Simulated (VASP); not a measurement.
# Mg3ScBr3 (Pm-3m) in VASP: further runs

Runs on Mg3ScBr3. Level: PBE. Tasks: single point, relaxation of cell and atoms.

Program: VASP 6.6.1. These are calculated values, not measurements. Logs are shortened: lines on timing, memory, paths and dates and some standing lists are left out, and cuts for length are marked.

### 1 The cell of the first run

It takes space group Pm-3m (No. 221, cubic). The conventional cell has a = 5.663 Å, b = 5.663 Å, c = 5.663 Å, α = 90.00°, β = 90.00°, γ = 90.00°. Within 3.7 Å of Mg (site symmetry 4/mmm) lie 2 Sc at 2.83 Å and 4 Br at 2.83 Å. Within 3.7 Å of Sc (site symmetry m-3m) lie 6 Mg at 2.83 Å. Br (site symmetry 4/mmm) has 4 Mg at 2.83 Å within 3.7 Å.

### 2 Single point, PBE

Contents of INCAR:

```
SYSTEM = Mg3ScBr3
PREC = Accurate
ENCUT = 520
EDIFF = 1E-6
ISMEAR = 0
SIGMA = 0.1
LREAL = .False.
LASPH = .True.
NELM = 100
ALGO = Normal
ISIF = 2
LWAVE = .False.
LCHARG = .False.
GGA = PE
NBANDS = 28
```

Contents of KPOINTS:

```
Automatic mesh
0
Gamma
  4 4 4
  0 0 0
```

Contents of POSCAR:

```
Mg3ScBr3
1.0
    5.6627772200      0.0000000000      0.0000000000
    0.0000000000      5.6627772200      0.0000000000
    0.0000000000      0.0000000000      5.6627772200
Mg Sc Br
3 1 3
Direct
    0.0000000000      0.5000000000      0.5000000000
    0.5000000000      0.5000000000      0.0000000000
    0.5000000000      0.0000000000      0.5000000000
    0.5000000000      0.5000000000      0.5000000000
    0.0000000000      0.5000000000      0.0000000000
    0.5000000000      0.0000000000      0.0000000000
    0.0000000000      0.0000000000      0.5000000000
```

Potentials or basis: VASP PAW PBE potentials, release 64 (Mg, Sc_sv, Br).

Run with:

```console
> cat potpaw_PBE.64/Mg/POTCAR potpaw_PBE.64/Sc_sv/POTCAR potpaw_PBE.64/Br/POTCAR > POTCAR
> mpirun -np 1 vasp_std > vasp.out
```

OUTCAR:

```text
SYSTEM = Mg3ScBr3
   PREC = Accurate
   ENCUT = 520
   EDIFF = 1E-6
   ISMEAR = 0
   LREAL = .False.
   LASPH = .True.
   NELM = 100
   ISIF = 2
   GGA = PE

 ion  position               nearest neighbor table
   1  0.000  0.500  0.500-   4 2.83   5 2.83   7 2.83   5 2.83   7 2.83   4 2.83
   2  0.500  0.500  0.000-   4 2.83   5 2.83   6 2.83   4 2.83   6 2.83   5 2.83
   3  0.500  0.000  0.500-   4 2.83   6 2.83   7 2.83   6 2.83   4 2.83   7 2.83
   4  0.500  0.500  0.500-   1 2.83   2 2.83   3 2.83   2 2.83   3 2.83   1 2.83
   5  0.000  0.500  0.000-   1 2.83   2 2.83   1 2.83   2 2.83
   6  0.500  0.000  0.000-   2 2.83   3 2.83   3 2.83   2 2.83
   7  0.000  0.000  0.500-   1 2.83   3 2.83   1 2.83   3 2.83

  LATTYP: Found a simple cubic cell.
 ALAT       =     5.6627772200

  Lattice vectors:

 A1 = (   5.6627772200,   0.0000000000,   0.0000000000)
 A2 = (   0.0000000000,   5.6627772200,   0.0000000000)
 A3 = (   0.0000000000,   0.0000000000,   5.6627772200)

Analysis of symmetry for initial positions (statically):
=====================================================================
 Subroutine PRICEL returns:
 Original cell was already a primitive cell.

 Routine SETGRP: Setting up the symmetry group for a
 simple cubic supercell.

 Subroutine GETGRP returns: Found 48 space group operations
 (whereof 48 operations were pure point group operations)
 out of a pool of 48 trial point group operations.

The static configuration has the point symmetry O_h .

Analysis of symmetry for dynamics (positions and initial velocities):
=====================================================================
 Subroutine PRICEL returns:
 Original cell was already a primitive cell.

 Routine SETGRP: Setting up the symmetry group for a
 simple cubic supercell.

 Subroutine GETGRP returns: Found 48 space group operations
 (whereof 48 operations were pure point group operations)
 out of a pool of 48 trial point group operations.

The dynamic configuration has the point symmetry O_h .

 Subroutine INISYM returns: Found 48 space group operations
 (whereof 48 operations are pure point group operations),
 and found     1 'primitive' translations

----------------------------------------------------------------------------------------

                                     Primitive cell
[... 87 lines left out ...]
   LREAL  =      F    real-space projection
   EDIFFG = 0.1E-04   stopping-criterion for IOM
   NSW    =      0    number of steps for IOM
   IBRION =     -1    ionic relax: 0-MD 1-quasi-New 2-CG
   NFREE  =      0    steps in history (QN), initial steepest desc. (CG)
   ISIF   =      2    stress and relaxation
   ISYM   =      2    0-nonsym 1-usesym 2-fastsym
   POTIM  = 0.5000    time-step for ionic-motion
   TEBEG  =    0.0;   TEEND  =   0.0 temperature during run
   PSTRESS=    0.0 pullay stress
   NELECT =      38.0000    total number of electrons
   NUPDOWN=      -1.0000    fix difference up-down
   EMIN   =  10.00;   EMAX   =-10.00  energy-range for DOS
   EFERMI =   0.00;   METHOD = LEGACY
   ISMEAR =     0;   SIGMA  =   0.10  broadening in eV -4-tet -1-fermi 0-gaus
   EFERMI_NEDOS =   21; number of points for ismear=-14 and -15
   IALGO  =     38    algorithm
   IMIX   =      4    mixing-type and parameters
     AMIX     =   0.40;   BMIX     =  1.00
     AMIX_MAG =   1.60;   BMIX_MAG =  1.00
  volume/ion in A,a.u.               =      25.94       175.06
  Fermi-wavevector in a.u.,A,eV,Ry     =   0.971941  1.836702 12.853005  0.944669
  Thomas-Fermi vector in A             =   2.102199
   LORBIT       =      0    0 simple, 1 ext, 2 COOP (PROOUT), +10 PAW based schemes
   GGA     = PE    functional components
   LHFCALC =     F    Hartree Fock is set to
   AEXX    =    0.0000 exact exchange contribution
   IVDW    =     0    specifies the selected vdW correction
   LEPSILON=     F    determine dielectric tensor
   LRPA    =     F    only Hartree local field effects (RPA)
 non-spin polarized calculation
 Gauss-broadening in eV      SIGMA  =   0.10
  energy-cutoff  :      520.00
  volume of cell :      181.59
 maximum number of plane-waves:      4945
   NGX = 21   NGY = 21   NGZ = 21

 number of electron      37.9999993 magnetization

 Free energy of the ion-electron system (eV)
  ---------------------------------------------------
  ext. energy  EPLUGINS =         0.00000000
  ---------------------------------------------------
  free energy    TOTEN  =       -16.54657428 eV

  energy without entropy =      -16.51856016  energy(sigma->0) =      -16.53256722

 E-fermi :   3.1908     XC(G=0):  -8.5836

 val. band max:        3.0227399084   @ k =   0.5000   0.2500   0.2500
 cond. band min:       3.2049293444   @ k =   0.5000   0.2500   0.2500
 fundamental gap:      0.1821894360
 Fermi energy:         3.1908149520

 k-point     1 :       0.0000    0.0000    0.0000
  band No.  band energies     occupation
      1     -46.5234      2.00000
      2     -25.2370      2.00000
      3     -25.2370      2.00000
      4     -25.2370      2.00000
      5     -13.2011      2.00000
      6     -12.7852      2.00000
[... 299 lines left out ...]
     27       7.2622      0.00000
     28       7.2623      0.00000

------------------------ aborting loop because EDIFF is reached ----------------------------------------

  FORCE on cell =-STRESS in cart. coord.  units (eV):
  Direction    XX          YY          ZZ          XY          YZ          ZX
  --------------------------------------------------------------------------------------
  -------------------------------------------------------------------------------------
  Total        6.5922877      6.5922877      6.5922877     -0.0000000     -0.0000000     -0.0000000
  in kB       58.1645409     58.1645409     58.1645409     -0.0000000     -0.0000000     -0.0000000
  external PRESSURE =      58.1645409 kB  Pullay stress =       0.0000000 kB

 VOLUME and BASIS-vectors are now :
 -----------------------------------------------------------------------------
  energy-cutoff  :      520.00
  volume of cell :      181.59
      direct lattice vectors                 reciprocal lattice vectors
     5.662777220  0.000000000  0.000000000     0.176591796  0.000000000  0.000000000
     0.000000000  5.662777220  0.000000000     0.000000000  0.176591796  0.000000000
     0.000000000  0.000000000  5.662777220     0.000000000  0.000000000  0.176591796

 POSITION                                       TOTAL-FORCE (eV/Angst)
 -----------------------------------------------------------------------------------
      0.00000      2.83139      2.83139         0.000000      0.000000      0.000000
      2.83139      2.83139      0.00000         0.000000      0.000000      0.000000
      2.83139      0.00000      2.83139         0.000000      0.000000      0.000000
      2.83139      2.83139      2.83139         0.000000      0.000000      0.000000
      0.00000      2.83139      0.00000         0.000000      0.000000      0.000000
      2.83139      0.00000      0.00000         0.000000      0.000000      0.000000
      0.00000      0.00000      2.83139         0.000000      0.000000      0.000000
 -----------------------------------------------------------------------------------
    total drift:                                0.000000      0.000000     -0.000000

  FREE ENERGIE OF THE ION-ELECTRON SYSTEM (eV)
  ---------------------------------------------------
  free  energy   TOTEN  =       -16.5465742800 eV

  energy  without entropy=      -16.5185601641  energy(sigma->0) =      -16.53256722
```

OSZICAR:

```text
N       E                     dE             d eps       ncg     rms          rms(c)
DAV:   1     0.338481306916E+03    0.33848E+03   -0.15669E+04   592   0.115E+03
DAV:   2     0.328611294707E+02   -0.30562E+03   -0.29746E+03   608   0.310E+02
DAV:   3    -0.140092242865E+02   -0.46870E+02   -0.45281E+02   864   0.103E+02
DAV:   4    -0.169784818083E+02   -0.29693E+01   -0.29398E+01   760   0.279E+01
DAV:   5    -0.170501972708E+02   -0.71715E-01   -0.71643E-01   704   0.485E+00    0.140E+01
DAV:   6    -0.167249952119E+02    0.32520E+00   -0.66692E+00   780   0.116E+01    0.522E+00
DAV:   7    -0.165629213613E+02    0.16207E+00   -0.28611E+00   788   0.879E+00    0.443E+00
DAV:   8    -0.165435210191E+02    0.19400E-01   -0.22774E-01   784   0.263E+00    0.915E-01
DAV:   9    -0.165466013223E+02   -0.30803E-02   -0.89958E-03   676   0.526E-01    0.282E-01
DAV:  10    -0.165464775205E+02    0.12380E-03   -0.10152E-03   736   0.163E-01    0.697E-02
DAV:  11    -0.165465782849E+02   -0.10076E-03   -0.15322E-04   732   0.796E-02    0.203E-02
DAV:  12    -0.165465744730E+02    0.38119E-05   -0.45022E-05   784   0.404E-02    0.121E-02
DAV:  13    -0.165465742800E+02    0.19304E-06   -0.18540E-06   508   0.784E-03
   1 F= -.16546574E+02 E0= -.16532567E+02  d E =-.280141E-01
```

stdout:

```text
POSCAR found type information on POSCAR MgScBr
 POSCAR found :  3 types and       7 ions
 scaLAPACK will be used
 LDA part: xc-table for (Slater+PW92), standard interpolation
 POSCAR, INCAR and KPOINTS ok, starting setup
 FFT: planning ... GRIDC
 FFT: planning ... GRID_SOFT
 FFT: planning ... GRID
 WAVECAR not read
 entering main loop
```

It took 42 s on 1 thread of Intel Xeon 6975P-C (Granite Rapids), shared host; peak memory 0.28 GiB.

Results:

| Property | Result |
| --- | --- |
| Free energy | -16.5466 eV |
| Pressure | 5.8 GPa |
| Band gap on the k mesh | zero (band 19 reaches 3.44 eV, above the bottom of band 20 at 2.81 eV) |

### 3 Single point, PBE

This run uses another cell than the first one, of 30.82 Å³/atom, 1.188 times its volume.

Contents of INCAR:

```
PREC = Accurate
ENCUT = 520
EDIFF = 1E-7
ISMEAR = 0
SIGMA = 0.1
LREAL = False
LASPH = True
NELM = 60
ALGO = Normal
ISIF = 2
LWAVE = False
LCHARG = False
GGA = PE
NBANDS = 28
```

Contents of KPOINTS:

```
Automatic mesh
0
Gamma
  4 4 4
```

Changes to POSCAR since step 2:

```diff
@@ -2,5 +2,5 @@
 1.0
-    5.6627772200      0.0000000000      0.0000000000
-    0.0000000000      5.6627772200      0.0000000000
-    0.0000000000      0.0000000000      5.6627772200
+    5.9975369345      0.0000000000      0.0000000000
+    0.0000000000      5.9975369345      0.0000000000
+    0.0000000000      0.0000000000      5.9975369345
 Mg Sc Br
```

Potentials or basis: VASP PAW PBE potentials, release 64 (Mg, Sc_sv, Br).

Run with:

```console
> cat potpaw_PBE.64/Mg/POTCAR potpaw_PBE.64/Sc_sv/POTCAR potpaw_PBE.64/Br/POTCAR > POTCAR
> mpirun -np 1 vasp_std > vasp.out
```

It took 66 s on 1 thread of Intel Xeon 6975P-C (Granite Rapids), shared host; peak memory 0.36 GiB.

Results (log left out):

| Property | Result |
| --- | --- |
| Free energy | -17.1051 eV |
| Pressure | 0.2 GPa |
| Band gap on the k mesh | zero (band 19 reaches 2.02 eV, above the bottom of band 20 at 1.56 eV) |

Levels at points of the mesh, in eV from the Fermi level:
```csv
k point,band 17,band 18,band 19,band 20,band 21,band 22
"(0.00, 0.00, 0.00)",-2.63,-1.23,-1.23,0.71,0.71,0.71
"(0.50, 0.00, 0.00)",-1.39,-1.39,-0.19,0.06,0.75,1.12
"(0.50, 0.50, 0.00)",-1.28,0.05,0.08,0.08,0.38,0.60
"(0.50, 0.50, 0.50)",-2.27,0.24,0.24,0.40,0.40,0.40
```

### 4 Relaxation of cell and atoms, PBE

Contents of INCAR:

```
PREC = Accurate
ENCUT = 600
EDIFF = 1E-6
ISMEAR = 0
SIGMA = 0.1
LREAL = F
LASPH = T
NELM = 100
ALGO = Normal
ISIF = 3
LWAVE = F
LCHARG = F
GGA = PE
IBRION = 2
NSW = 90
EDIFFG = -0.04
```

Contents of KPOINTS:

```
regular mesh
0
Gamma
  4 4 4
```

Changes to POSCAR since step 3:

```diff
@@ -2,5 +2,5 @@
 1.0
-    5.9975369345      0.0000000000      0.0000000000
-    0.0000000000      5.9975369345      0.0000000000
-    0.0000000000      0.0000000000      5.9975369345
+    5.6627772200      0.0000000000      0.0000000000
+    0.0000000000      5.6627772200      0.0000000000
+    0.0000000000      0.0000000000      5.6627772200
 Mg Sc Br
```

Run with:

```console
> cat potpaw_PBE.64/Mg/POTCAR potpaw_PBE.64/Sc_sv/POTCAR potpaw_PBE.64/Br/POTCAR > POTCAR
> mpirun -np 1 vasp_std > vasp.out
```

Run time: 2.1 min. Hardware: 1 thread of Intel Xeon 6975P-C (Granite Rapids), shared host; peak memory 0.37 GiB.

It converged, with:

```
Free energy                            : -17.1034 eV
Relaxed volume                         : 31.33 Å³/atom
Relaxed cell                           : a = 6.031 Å, b = 6.031 Å, c = 6.031 Å, α = 90.00°, β = 90.00°, γ = 90.00°
Space group after relaxing (to 0.05 Å) : Pm-3m (No. 221)
Energy gained by relaxing              : 79.5 meV/atom
Ionic steps                            : 3
Pressure after relaxing                : -0.2 GPa
Band gap on the k mesh                 : zero (band 19 reaches 1.89 eV, above the bottom of band 20 at 1.45 eV)
```

Step by step:
| step | energy change (eV) | largest force (eV/Å) | pressure (GPa) | volume (Å³) |
| --- | --- | --- | --- | --- |
| 1 | 0.0000 | 0.0000 | 5.83 | 181.59 |
| 2 | -0.5248 | 0.0000 | 1.14 | 207.54 |
| 3 | -0.5566 | 0.0000 | -0.20 | 219.32 |

Final structure:
```
CELL_PARAMETERS angstrom
6.03055 0.00000 0.00000
0.00000 6.03055 0.00000
0.00000 0.00000 6.03055
ATOMIC_POSITIONS crystal
Mg 0.00000 0.50000 0.50000
Mg 0.50000 0.50000 0.00000
Mg 0.50000 0.00000 0.50000
Sc 0.50000 0.50000 0.50000
Br 0.00000 0.50000 0.00000
Br 0.50000 0.00000 0.00000
Br 0.00000 0.00000 0.50000
```

Levels at points of the mesh, in eV from the Fermi level:
```csv
k point,band 15,band 16,band 17,band 18,band 19,band 20,band 21,band 22,band 23
"(0.00, 0.00, 0.00)",-2.57,-2.57,-2.57,-1.21,-1.21,0.72,0.72,0.72,1.83
"(0.50, 0.00, 0.00)",-2.70,-2.70,-1.38,-1.38,-0.19,0.06,0.76,1.12,1.12
"(0.50, 0.50, 0.00)",-2.92,-2.38,-1.26,0.05,0.07,0.07,0.37,0.60,0.64
"(0.50, 0.50, 0.50)",-2.36,-2.36,-2.23,0.25,0.25,0.42,0.42,0.42,1.21
```

Caveat: the volume moved by over 15 % at a fixed basis, so the end points are rough.

### 5 Single point, PBE, collinear spin, ferromagnetic start

This run uses another cell than the first one, of 30.82 Å³/atom, 1.188 times its volume.

Contents of INCAR:

```
SYSTEM = Mg3ScBr3
  PREC = Accurate
  ENCUT = 520
  EDIFF = 1E-7
  ISMEAR = 0
  SIGMA = 0.1
  LREAL = .False.
  LASPH = .True.
  NELM = 150
  ALGO = Normal
  ISIF = 2
  LWAVE = .False.
  LCHARG = .True.
  ISPIN = 2
  MAGMOM = 0 0 0 1 0 0 0
  LORBIT = 11
  LMAXMIX = 4
  GGA = PE
  LELF = .True.
  LVHAR = .True.
  NBANDS = 32
```

Contents of KPOINTS:

```
Automatic mesh
0
Gamma
  4 4 4
  0 0 0
```

Changes to POSCAR since step 4:

```diff
@@ -2,5 +2,5 @@
 1.0
-    5.6627772200      0.0000000000      0.0000000000
-    0.0000000000      5.6627772200      0.0000000000
-    0.0000000000      0.0000000000      5.6627772200
+    5.9975369345      0.0000000000      0.0000000000
+    0.0000000000      5.9975369345      0.0000000000
+    0.0000000000      0.0000000000      5.9975369345
 Mg Sc Br
```

Run with:

```console
> cat potpaw_PBE.64/Mg/POTCAR potpaw_PBE.64/Sc_sv/POTCAR potpaw_PBE.64/Br/POTCAR > POTCAR
> mpirun -np 1 vasp_std > vasp.out
```

Run time: 2.1 min. Hardware: 1 thread of Intel Xeon 6975P-C (Granite Rapids), shared host; peak memory 0.47 GiB.

It converged, with:

| Item | Value |
| --- | --- |
| Free energy | -17.1519 eV |
| Pressure | 0.2 GPa |
| Net moment | 1.25 μB per cell |
| Site moments | Mg +0.02; Sc +0.69; Br +0.02 μB |
| Valence electrons inside the program's atomic spheres | Mg 0.33; Sc 9.45; Br 4.83 |

Levels at points of the mesh, in eV from the Fermi level:
Spin up:
```tsv
k point	band 17	band 18	band 19	band 20	band 21	band 22
(0.00, 0.00, 0.00)	-2.70	-1.47	-1.47	0.62	0.62	0.62
(0.50, 0.00, 0.00)	-1.57	-1.54	-0.47	-0.28	0.67	1.00
(0.50, 0.50, 0.00)	-1.49	-0.26	-0.07	-0.07	0.01	0.43
(0.50, 0.50, 0.50)	-2.48	-0.11	-0.11	0.31	0.31	0.31
```
Spin down:
| k point | band 16 | band 17 | band 18 | band 19 | band 20 | band 21 |
| --- | --- | --- | --- | --- | --- | --- |
| (0.00, 0.00, 0.00) | -2.69 | -2.69 | -1.03 | -1.03 | 0.88 | 0.88 |
| (0.50, 0.00, 0.00) | -2.82 | -1.34 | -1.29 | 0.11 | 0.48 | 0.93 |
| (0.50, 0.50, 0.00) | -2.49 | -1.11 | 0.14 | 0.14 | 0.45 | 0.73 |
| (0.50, 0.50, 0.50) | -2.47 | -2.10 | 0.53 | 0.53 | 0.53 | 0.73 |

### 6 Single point, PBE, collinear spin, ferromagnetic start

This run uses another cell than the first one, of 31.28 Å³/atom, 1.206 times its volume.

Contents of INCAR:

```
SYSTEM = Mg3ScBr3
PREC = Accurate ; ENCUT = 520
EDIFF = 1E-6 ; ISMEAR = 0
SIGMA = 0.1 ; LREAL = .FALSE.
LASPH = .TRUE. ; NELM = 150
ALGO = Normal ; ISIF = 2
LWAVE = .FALSE. ; LCHARG = .FALSE.
ISPIN = 2 ; MAGMOM = 0 0 0 0.74 0 0 0
LORBIT = 11 ; LMAXMIX = 4
GGA = PE ; NBANDS = 32
```

Contents of KPOINTS:

```
Automatic mesh
0
G
  6 6 6
  0 0 0
```

Changes to POSCAR since step 5:

```diff
@@ -2,5 +2,5 @@
 1.0
-    5.9975369345      0.0000000000      0.0000000000
-    0.0000000000      5.9975369345      0.0000000000
-    0.0000000000      0.0000000000      5.9975369345
+    6.0275676513      0.0000000000      0.0000000000
+    0.0000000000      6.0275676513      0.0000000000
+    0.0000000000      0.0000000000      6.0275676513
 Mg Sc Br
```

Potentials or basis: VASP PAW PBE potentials, release 64 (Mg, Sc_sv, Br).

Run with:

```console
> cat potpaw_PBE.64/Mg/POTCAR potpaw_PBE.64/Sc_sv/POTCAR potpaw_PBE.64/Br/POTCAR > POTCAR
> mpirun -np 1 vasp_std > vasp.out
```

Run time: 3.9 min. Hardware: 1 thread of Intel Xeon 6975P-C (Granite Rapids), shared host; peak memory 0.54 GiB.

It converged, with:

| Item | Value |
| --- | --- |
| Free energy | -17.1456 eV |
| Pressure | 0.0 GPa |
| Net moment | 1.66 μB per cell |
| Site moments | Mg +0.04; Sc +0.81; Br +0.02 μB |
| Valence electrons inside the program's atomic spheres | Mg 0.32; Sc 9.43; Br 4.83 |

Levels at points of the mesh, in eV from the Fermi level:
Spin up:
```tsv
k point	band 16	band 17	band 18	band 19	band 20	band 21	band 22	band 23	band 24	band 25
(0.00, 0.00, 0.00)	-2.64	-2.64	-1.50	-1.50	0.60	0.60	0.60	1.57	1.57	1.57
(0.50, 0.00, 0.00)	-2.76	-1.59	-1.57	-0.52	-0.33	0.64	0.96	0.96	1.01	1.01
(0.50, 0.50, 0.00)	-2.44	-1.52	-0.31	-0.11	-0.11	-0.05	0.40	0.48	1.00	1.00
(0.50, 0.50, 0.50)	-2.42	-2.42	-0.17	-0.17	0.30	0.30	0.30	1.00	1.00	1.00
```
Spin down:
| k point | band 14 | band 15 | band 16 | band 17 | band 18 | band 19 | band 20 | band 21 | band 22 | band 23 |
| --- | --- | --- | --- | --- | --- | --- | --- | --- | --- | --- |
| (0.00, 0.00, 0.00) | -3.22 | -2.62 | -2.62 | -2.62 | -0.95 | -0.95 | 0.94 | 0.94 | 0.94 | 2.05 |
| (0.50, 0.00, 0.00) | -3.06 | -2.75 | -2.75 | -1.28 | -1.22 | 0.18 | 0.58 | 0.99 | 1.36 | 1.36 |
| (0.50, 0.50, 0.00) | -3.28 | -2.97 | -2.43 | -1.03 | 0.18 | 0.18 | 0.53 | 0.80 | 0.82 | 0.97 |
| (0.50, 0.50, 0.50) | -3.25 | -2.41 | -2.41 | -1.98 | 0.59 | 0.59 | 0.59 | 0.83 | 0.83 | 1.37 |

### 7 Overview

| task | spin | cell | k mesh | cutoff (eV) | gap on the mesh (eV) | pressure (GPa) | moment (μB) |
| --- | --- | --- | --- | --- | --- | --- | --- |
| single point | off | a = 5.663 Å, 7 atoms | 4 × 4 × 4 | 520 | none | 5.8 | - |
| single point | off | a = 5.998 Å, 7 atoms | 4 × 4 × 4 | 520 | none | 0.2 | - |
| relaxation of cell and atoms | off | relaxed from a = 5.663 Å, 7 atoms | 4 × 4 × 4 | 600 | none | -0.2 | - |
| single point | collinear, ferromagnetic start | a = 5.998 Å, 7 atoms | 4 × 4 × 4 | 520 | none | 0.2 | 1.25 |
| single point | collinear, ferromagnetic start | a = 6.028 Å, 7 atoms | 6 × 6 × 6 | 520 | none | 0.0 | 1.66 |

Alike in all rows: level PBE; potentials or basis VASP PAW PBE potentials, release 64 (Mg, Sc_sv, Br); smearing gaussian 0.1 eV.

Caveats: the volume moved by over 15 % at a fixed basis, so the end points are rough (some runs).

Absolute energies hang on the potentials; compare differences alone.
